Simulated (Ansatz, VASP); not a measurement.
**One calculation of Te2Pt, two programs**

```
CELL_PARAMETERS angstrom
4.02600 0.00000 0.00000
-2.01300 3.48662 0.00000
0.00000 0.00000 60.60600
ATOMIC_POSITIONS crystal
Te 0.66667 0.33333 0.15009
Te 0.33333 0.66667 0.19553
Te 0.66667 0.33333 0.23525
Te 0.33333 0.66667 0.28054
Te 0.66667 0.33333 0.32011
Te 0.33333 0.66667 0.36540
Te 0.66667 0.33333 0.40512
Te 0.33333 0.66667 0.45056
Pt 0.00000 0.00000 0.17320
Pt 0.00000 0.00000 0.25787
Pt 0.00000 0.00000 0.34278
Pt 0.00000 0.00000 0.42745
```

Alike in both runs: functional PBE; dispersion D3(BJ); k mesh 14 × 14 × 1; occupations gaussian, width 0.05 eV; no spin polarisation.

Ansatz relaxed the structure, and its values are those at the end. VASP's run is a single point on that final structure, the one shown.

|  | VASP | Ansatz |
| --- | --- | --- |
| version | VASP 6.6.1 | Ansatz 0.2.0 |
| potentials or method | VASP PAW PBE potentials, release 64 (Te, Pt) | scalar-relativistic, plane waves, PAW |
| plane-wave cutoff (eV) | 400 | 420 |
| valence electrons in the cell | 88 | 200 |

```tsv
	VASP	Ansatz	Ansatz less VASP
gap on the k mesh at the Fermi level (eV)	none	none	-
rms of the force components (eV/Å)	0.005	0.001	-0.0042
```

A gap of «none» marks a metal or a gap that the smearing closes. VASP's potentials hold 88 valence electrons a cell and Ansatz's 200, so a difference there can come from the potentials and not from the codes. Ansatz's warnings: slab cell height set, xc potential rough in thin density.

Neither program's run includes spin-orbit coupling.
